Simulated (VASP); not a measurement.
# C6F in VASP: further runs

Runs on C6F. Level: PBE. Tasks: single point.

Program: VASP 6.6.1. These are calculated values, not measurements. Logs are shortened: lines on timing, memory, paths and dates and some standing lists are left out, and cuts for length are marked.

### 1 The cell of the first run

The cell holds a wire or tube with vacuum around it, 14 atoms: a = 4.933 Å, b = 8.872 Å, c = 22.791 Å, α = 90.00°, β = 90.00°, γ = 97.99°.

### 2 Single point, PBE

File INCAR:

```
  ALGO = Normal
  DIPOL = 0.5 0.5 0.313
  EDIFF = 1E-7
  ENCUT = 520
  GGA = PE
  IDIPOL = 3
  ISIF = 2
  ISMEAR = 0
  LASPH = T
  LCHARG = F
  LDIPOL = T
  LREAL = F
  LWAVE = F
  NBANDS = 44
  NELM = 60
  PREC = Accurate
  SIGMA = 0.1
```

File KPOINTS:

```
k-points
0
Gamma
  6 3 1
```

File POSCAR:

```
C6F
1.0
    4.9326910638      0.0000000000      0.0000000000
   -1.2331727660      8.7858796651      0.0000000000
    0.0000000000      0.0000000000     22.7907133841
C F
12 2
Direct
    0.0197005045      0.0788020181      0.1755100831
    0.5197005045      0.0788020181      0.1755100831
    0.2746256306      0.0985025226      0.2058124647
    0.7746256306      0.0985025226      0.2058124647
    0.2844758829      0.1379035317      0.2664172279
    0.7844758829      0.1379035317      0.2664172279
    0.0392967069      0.1571967486      0.2959398808
    0.5392967069      0.1571967486      0.2959398808
    0.0496769807      0.1987213712      0.3592739175
    0.5496769807      0.1987213712      0.3592739175
    0.3040736564      0.2163109051      0.3857147091
    0.8040736564      0.2163109051      0.3857147091
    0.3040736564      0.1161080277      0.4997962632
    0.3040736564      0.3165137826      0.4997962632
```

Potentials or basis: VASP PAW PBE potentials, release 64 (C, F).

Run with:

```console
> cat potpaw_PBE.64/C/POTCAR potpaw_PBE.64/F/POTCAR > POTCAR
> mpirun -np 1 vasp_std > vasp.out
```

OUTCAR:

```text
EDIFF = 1E-7
   ENCUT = 520
   GGA = PE
   ISIF = 2
   ISMEAR = 0
   LASPH = T
   LREAL = F
   NELM = 60
   PREC = Accurate

 ion  position               nearest neighbor table
   1  0.020  0.079  0.176-   3 1.42   4 1.42
   2  0.520  0.079  0.176-   4 1.42   3 1.42
   3  0.275  0.099  0.206-   1 1.42   5 1.42   2 1.42
   4  0.775  0.099  0.206-   2 1.42   6 1.42   1 1.42
   5  0.284  0.138  0.266-   8 1.41   7 1.41   3 1.42
   6  0.784  0.138  0.266-   7 1.41   8 1.41   4 1.42
   7  0.039  0.157  0.296-   6 1.41   5 1.41   9 1.49
   8  0.539  0.157  0.296-   5 1.41   6 1.41  10 1.49
   9  0.050  0.199  0.359-  11 1.38  12 1.38   7 1.49
  10  0.550  0.199  0.359-  12 1.38  11 1.38   8 1.49
  11  0.304  0.216  0.386-   9 1.38  10 1.38
  12  0.804  0.216  0.386-  10 1.38   9 1.38
  13  0.304  0.116  0.500-  14 1.78
  14  0.304  0.317  0.500-  13 1.78

  LATTYP: Found a simple monoclinic cell.
 ALAT       =     4.9326910638
 B/A-ratio  =     4.6203407206
 C/A-ratio  =     1.7986126828
 COS(beta)  =    -0.1389960175

  Lattice vectors:

 A1 = (   4.9326910638,   0.0000000000,   0.0000000000)
 A2 = (   0.0000000000,   0.0000000000, -22.7907133841)
 A3 = (  -1.2331727660,   8.7858796651,   0.0000000000)

Analysis of symmetry for initial positions (statically):
=====================================================================
 Subroutine PRICEL returns:
 Original cell was already a primitive cell.

 Routine SETGRP: Setting up the symmetry group for a
 simple monoclinic supercell.

 Subroutine GETGRP returns: Found  1 space group operations
 (whereof  1 operations were pure point group operations)
 out of a pool of  4 trial point group operations.

The static configuration has the point symmetry C_1 .

Analysis of symmetry for dynamics (positions and initial velocities):
=====================================================================
 Subroutine PRICEL returns:
 Original cell was already a primitive cell.

 Routine SETGRP: Setting up the symmetry group for a
 simple monoclinic supercell.

 Subroutine GETGRP returns: Found  1 space group operations
 (whereof  1 operations were pure point group operations)
 out of a pool of  4 trial point group operations.

The dynamic configuration has the point symmetry C_1 .
[... 125 lines left out ...]
   IALGO  =     38    algorithm
   IMIX   =      4    mixing-type and parameters
     AMIX     =   0.40;   BMIX     =  1.00
     AMIX_MAG =   1.60;   BMIX_MAG =  1.00
  volume/ion in A,a.u.               =      70.55       476.10
  Fermi-wavevector in a.u.,A,eV,Ry     =   0.650623  1.229500  5.759494  0.423311
  Thomas-Fermi vector in A             =   1.719962
   LORBIT       =      0    0 simple, 1 ext, 2 COOP (PROOUT), +10 PAW based schemes
   GGA     = PE    functional components
   LHFCALC =     F    Hartree Fock is set to
   AEXX    =    0.0000 exact exchange contribution
   IVDW    =     0    specifies the selected vdW correction
   LEPSILON=     F    determine dielectric tensor
   LRPA    =     F    only Hartree local field effects (RPA)
 non-spin polarized calculation
 Gauss-broadening in eV      SIGMA  =   0.10
  energy-cutoff  :      520.00
  volume of cell :      987.70
 maximum number of plane-waves:     26638
 NGX is ok and might be reduce to    40
   NGX = 19   NGY = 33   NGZ = 85

 dipolmoment           0.000000      0.000000     -0.203981 electrons x Angstroem

 number of electron      62.0000016 magnetization

 dipolmoment           0.000000      0.000000      0.519496 electrons x Angstroem

 Free energy of the ion-electron system (eV)
  ---------------------------------------------------
  ext. energy  EPLUGINS =         0.00000000
  ---------------------------------------------------
  free energy    TOTEN  =      -101.12304050 eV

  energy without entropy =     -101.02081097  energy(sigma->0) =     -101.07192573

 E-fermi :  -5.7098     XC(G=0):  -2.1046

 val. band max:       -5.7267049445   @ k =   0.5000   0.3333   0.0000
 cond. band min:      -5.6560993830   @ k =   0.0000   0.3333   0.0000
 fundamental gap:      0.0706055615
 Fermi energy:        -5.7098357993

 k-point     1 :       0.0000    0.0000    0.0000
  band No.  band energies     occupation
      1     -27.5454      2.00000
      2     -25.5314      2.00000
      3     -24.3948      2.00000
      4     -22.7229      2.00000
      5     -20.3546      2.00000
      6     -20.2197      2.00000
[... 449 lines left out ...]
     42       1.0937      0.00000
     43       1.2211      0.00000
 [bands above 43 left out]

------------------------ aborting loop because EDIFF is reached ----------------------------------------

 vacuum level on the upper side and lower side of the slab       (xc-potential included)         1.049        -1.075

  FORCE on cell =-STRESS in cart. coord.  units (eV):
  Direction    XX          YY          ZZ          XY          YZ          ZX
  --------------------------------------------------------------------------------------
  -------------------------------------------------------------------------------------
  Total       -0.1864049     -2.7177245     -1.0396686      0.3705611      0.1197131     -0.0031838
  in kB       -0.3023714     -4.4084806     -1.6864693      0.6010953      0.1941892     -0.0051645
  external PRESSURE =      -2.1324404 kB  Pullay stress =       0.0000000 kB

 VOLUME and BASIS-vectors are now :
 -----------------------------------------------------------------------------
  energy-cutoff  :      520.00
  volume of cell :      987.70
      direct lattice vectors                 reciprocal lattice vectors
     4.932691064  0.000000000  0.000000000     0.202729096  0.028454749  0.000000000
    -1.233172766  8.785879665  0.000000000     0.000000000  0.113818996  0.000000000
     0.000000000  0.000000000 22.790713384     0.000000000  0.000000000  0.043877521

 POSITION                                       TOTAL-FORCE (eV/Angst)
 -----------------------------------------------------------------------------------
     -0.00000      0.69235      4.00000        -0.075563      0.390939      1.589114
      2.46635      0.69235      4.00000         0.075448      0.387285      1.588345
      1.23317      0.86543      4.69061        -0.000002     -0.773360     -3.091423
      3.69952      0.86543      4.69061        -0.000113     -0.733740     -2.941572
      1.23317      1.21160      6.07184        -0.000940      0.338496      1.341683
      3.69952      1.21160      6.07184         0.000079      0.372450      1.422303
     -0.00001      1.38111      6.74468         0.093726      0.046791      0.169098
      2.46633      1.38111      6.74468        -0.092912      0.056640      0.165913
     -0.00002      1.74594      8.18811        -0.094787      0.093198      0.612202
      2.46633      1.74594      8.18811         0.096914      0.097821      0.602087
      1.23315      1.90048      8.79071        -0.001480     -0.193039     -0.615002
      3.69950      1.90048      8.79071        -0.000285     -0.056700     -0.279679
      1.35672      1.02011     11.39071        -0.212375      1.547352     -0.249772
      1.10959      2.78085     11.39071         0.212289     -1.574132     -0.313297
 -----------------------------------------------------------------------------------
    total drift:                                0.001104     -0.000502      0.000739

  FREE ENERGIE OF THE ION-ELECTRON SYSTEM (eV)
  ---------------------------------------------------
  free  energy   TOTEN  =      -101.1230404983 eV

  energy  without entropy=     -101.0208109694  energy(sigma->0) =     -101.07192573

 vacuum level on the upper side and lower side of the slab         2.760         0.590
```

OSZICAR:

```text
N       E                     dE             d eps       ncg     rms          rms(c)
DAV:   1     0.565819279152E+03    0.56582E+03   -0.21364E+04  1016   0.998E+02
DAV:   2     0.164711376371E+02   -0.54935E+03   -0.52166E+03  1432   0.227E+02
DAV:   3    -0.103730830198E+03   -0.12020E+03   -0.11874E+03  1064   0.116E+02
DAV:   4    -0.107843292733E+03   -0.41125E+01   -0.40451E+01  1040   0.276E+01
[... 25 lines left out ...]
DAV:  30    -0.101123037635E+03   -0.35616E-05   -0.22089E-07   852   0.190E-03    0.407E-03
DAV:  31    -0.101123039194E+03   -0.15591E-05   -0.13463E-07   712   0.796E-04    0.127E-03
DAV:  32    -0.101123040124E+03   -0.93028E-06   -0.49477E-08   728   0.573E-04    0.110E-03
DAV:  33    -0.101123040413E+03   -0.28838E-06   -0.94960E-09   624   0.393E-04    0.209E-04
DAV:  34    -0.101123040498E+03   -0.85731E-07   -0.29221E-09   648   0.199E-04
   1 F= -.10112304E+03 E0= -.10107193E+03  d E =-.102230E+00
```

Wall time 26 min (1 thread of Intel Xeon 8259CL, shared host); peak memory 1.1 GiB.

Results:

| Item | Value |
| --- | --- |
| Free energy | -101.1230 eV |
| Largest force | 3.187 eV/Å |
| Band gap on the k mesh | 0.07 eV |

Forces in eV/Å, atoms in the order of the input:
```
C   -0.076  0.391  1.589
C    0.075  0.387  1.588
C    0.000 -0.773 -3.091
C    0.000 -0.734 -2.942
C   -0.001  0.338  1.342
C    0.000  0.372  1.422
C    0.094  0.047  0.169
C   -0.093  0.057  0.166
C   -0.095  0.093  0.612
C    0.097  0.098  0.602
C   -0.001 -0.193 -0.615
C    0.000 -0.057 -0.280
F   -0.212  1.547 -0.250
F    0.212 -1.574 -0.313
```

Levels at points of the mesh, in eV from the valence-band top:
| k point | band 27 | band 28 | band 29 | band 30 | band 31 | band 32 | band 33 | band 34 | band 35 | band 36 |
| --- | --- | --- | --- | --- | --- | --- | --- | --- | --- | --- |
| (0.00, 0.00, 0.00) | -1.15 | -1.02 | -0.44 | -0.25 | -0.21 | 0.07 | 0.50 | 0.78 | 1.03 | 2.39 |
| (0.50, 0.00, 0.00) | -1.58 | -1.10 | -1.03 | -0.02 | 0.00 | 0.07 | 0.10 | 0.17 | 3.01 | 3.03 |

### 3 Single point, PBE

INCAR is that of step 2.

KPOINTS is that of step 2.

File POSCAR:

```
C6F
1.0
    4.9326910638      0.0000000000      0.0000000000
   -1.2331727660      8.7858796652      0.0000000000
    0.0000000000      0.0000000000     22.7907133601
C F
12 2
Direct
    0.0197005045      0.0788020181      0.1755100833
    0.5197005045      0.0788020181      0.1755100833
    0.2746256306      0.0985025226      0.2058124649
    0.7746256306      0.0985025226      0.2058124649
    0.2844758829      0.1379035317      0.2664172282
    0.7844758829      0.1379035317      0.2664172282
    0.0392967129      0.1571967721      0.2959398811
    0.5392967129      0.1571967721      0.2959398811
    0.0496770087      0.1987214849      0.3592739166
    0.5496770087      0.1987214849      0.3592739166
    0.3040736953      0.2163110607      0.3857147085
    0.8040736953      0.2163110607      0.3857147085
    0.3040736953      0.1161081832      0.4997962626
    0.3040736953      0.3165139382      0.4997962626
```

Potentials or basis: VASP PAW PBE potentials, release 64 (C, F).

Run with:

```console
> cat potpaw_PBE.64/C/POTCAR potpaw_PBE.64/F/POTCAR > POTCAR
> mpirun -np 1 vasp_std > vasp.out
```

It took 46 min on 1 thread of Intel Xeon 8259CL, shared host; peak memory 1.1 GiB.

The run converged. Its results:

- Free energy: -101.1230 eV
- Largest force: 3.187 eV/Å
- Band gap on the k mesh: 0.07 eV

Forces in eV/Å, atoms in the order of the input:
```
C   -0.076  0.391  1.589
C    0.075  0.387  1.588
C    0.000 -0.773 -3.091
C    0.000 -0.734 -2.942
C   -0.001  0.338  1.342
C    0.000  0.372  1.422
C    0.094  0.047  0.169
C   -0.093  0.057  0.166
C   -0.095  0.093  0.612
C    0.097  0.098  0.602
C   -0.001 -0.193 -0.615
C    0.000 -0.057 -0.280
F   -0.212  1.547 -0.250
F    0.212 -1.574 -0.313
```

Levels at points of the mesh, in eV from the valence-band top:
| k point | band 28 | band 29 | band 30 | band 31 | band 32 | band 33 | band 34 | band 35 |
| --- | --- | --- | --- | --- | --- | --- | --- | --- |
| (0.00, 0.00, 0.00) | -1.02 | -0.44 | -0.25 | -0.21 | 0.07 | 0.50 | 0.78 | 1.03 |
| (0.50, 0.00, 0.00) | -1.10 | -1.03 | -0.02 | 0.00 | 0.07 | 0.10 | 0.17 | 3.01 |

### 4 Single point, PBE

File INCAR:

```
SYSTEM = C6F
PREC = Accurate ; ENCUT = 520
EDIFF = 1E-6 ; ISMEAR = 0
SIGMA = 0.1 ; LREAL = .False.
LASPH = .True. ; NELM = 100
ALGO = Normal ; ISIF = 2
LWAVE = .False. ; LCHARG = .True.
LDIPOL = .True. ; IDIPOL = 3
DIPOL = 0.5 0.5 0.319 ; GGA = PE
LELF = .True. ; LVHAR = .True.
LVACPOTAV = .True. ; NBANDS = 44
```

File KPOINTS:

```
regular mesh
0
Gamma
  6 3 1
  0 0 0
```

POSCAR: that of step 3 with these lines changed.

```diff
@@ -20,3 +20,3 @@
     0.8040736953      0.2163110607      0.3857147085
-    0.3040736953      0.1161081832      0.4997962626
-    0.3040736953      0.3165139382      0.4997962626
+    0.3040736953      0.1161081832      0.5436737835
+    0.3040736953      0.3165139382      0.5436737835
```

Potentials or basis: VASP PAW PBE potentials, release 64 (C, F).

Run with:

```console
> cat potpaw_PBE.64/C/POTCAR potpaw_PBE.64/F/POTCAR > POTCAR
> mpirun -np 1 vasp_std > vasp.out
```

OUTCAR:

```text
SYSTEM = C6F
   PREC = Accurate
   ENCUT = 520
   EDIFF = 1E-6
   ISMEAR = 0
   LREAL = .False.
   LASPH = .True.
   NELM = 100
   ISIF = 2
   GGA = PE

 ion  position               nearest neighbor table
   1  0.020  0.079  0.176-   3 1.42   4 1.42
   2  0.520  0.079  0.176-   4 1.42   3 1.42
   3  0.275  0.099  0.206-   1 1.42   2 1.42   5 1.42
   4  0.775  0.099  0.206-   2 1.42   1 1.42   6 1.42
   5  0.284  0.138  0.266-   8 1.41   7 1.41   3 1.42
   6  0.784  0.138  0.266-   7 1.41   8 1.41   4 1.42
   7  0.039  0.157  0.296-   6 1.41   5 1.41   9 1.49
[... 690 lines left out ...]
      direct lattice vectors                 reciprocal lattice vectors
     4.932691064  0.000000000  0.000000000     0.202729096  0.028454749  0.000000000
    -1.233172766  8.785879665  0.000000000     0.000000000  0.113818996  0.000000000
     0.000000000  0.000000000 22.790713360     0.000000000  0.000000000  0.043877521

 POSITION                                       TOTAL-FORCE (eV/Angst)
 -----------------------------------------------------------------------------------
     -0.00000      0.69235      4.00000        -0.006333      0.404318      1.639616
      2.46635      0.69235      4.00000         0.006151      0.404108      1.639536
      1.23317      0.86543      4.69061        -0.000120     -0.783832     -3.132770
      3.69952      0.86543      4.69061        -0.000114     -0.780674     -3.122261
      1.23317      1.21160      6.07184        -0.000591      0.371607      1.459248
      3.69952      1.21160      6.07184        -0.000611      0.374859      1.467749
     -0.00001      1.38111      6.74468         0.011257      0.010672      0.057937
      2.46633      1.38111      6.74468        -0.010673      0.011260      0.057636
     -0.00002      1.74594      8.18811        -0.004748      0.092020      0.450736
      2.46633      1.74594      8.18811         0.004372      0.091846      0.449767
      1.23315      1.90048      8.79071         0.000174     -0.103495     -0.442452
      3.69950      1.90048      8.79071        -0.000302     -0.087000     -0.376537
      1.35672      1.02011     12.39071        -0.392759      2.811978     -0.072992
      1.10959      2.78085     12.39071         0.394297     -2.817668     -0.075211
 -----------------------------------------------------------------------------------
    total drift:                                0.002004      0.000094      0.001128

  FREE ENERGIE OF THE ION-ELECTRON SYSTEM (eV)
  ---------------------------------------------------
  free  energy   TOTEN  =      -100.8399331843 eV

  energy  without entropy=     -100.7497337554  energy(sigma->0) =     -100.79483347

 vacuum level on the upper side and lower side of the slab         3.038         0.521
```

stdout:

```text
POSCAR found type information on POSCAR C F
 POSCAR found :  2 types and      14 ions
 scaLAPACK will be used
 LDA part: xc-table for (Slater+PW92), standard interpolation
 POSCAR, INCAR and KPOINTS ok, starting setup
 FFT: planning ... GRIDC
 FFT: planning ... GRID_SOFT
 FFT: planning ... GRID
 WAVECAR not read
 entering main loop
 -----------------------------------------------------------------------------
|                                                                             |
|           W    W    AA    RRRRR   N    N  II  N    N   GGGG   !!!           |
|           W    W   A  A   R    R  NN   N  II  NN   N  G    G  !!!           |
|           W    W  A    A  R    R  N N  N  II  N N  N  G       !!!           |
|           W WW W  AAAAAA  RRRRR   N  N N  II  N  N N  G  GGG   !            |
|           WW  WW  A    A  R   R   N   NN  II  N   NN  G    G                |
|           W    W  A    A  R    R  N    N  II  N    N   GGGG   !!!           |
|                                                                             |
|     Did not find any points to average over, which means that no vacuum     |
|     field-free region was found. Please increase the size of  your cell     |
|     in the dimension of the dipole correction to obtain accurate            |
|     workfunction values.                                                    |
|                                                                             |
 -----------------------------------------------------------------------------
```

It took 44 min on 1 thread of Intel Xeon 8259CL, shared host; peak memory 1.1 GiB.

What came out:

* Free energy: -100.8399 eV
* Largest force: 3.229 eV/Å
* Band gap on the k mesh: 0.10 eV (least direct gap 0.11 eV)

Forces in eV/Å, atoms in the order of the input:
```
C   -0.006  0.404  1.640
C    0.006  0.404  1.640
C    0.000 -0.784 -3.133
C    0.000 -0.781 -3.122
C   -0.001  0.372  1.459
C   -0.001  0.375  1.468
C    0.011  0.011  0.058
C   -0.011  0.011  0.058
C   -0.005  0.092  0.451
C    0.004  0.092  0.450
C    0.000 -0.103 -0.442
C    0.000 -0.087 -0.377
F   -0.393  2.812 -0.073
F    0.394 -2.818 -0.075
```
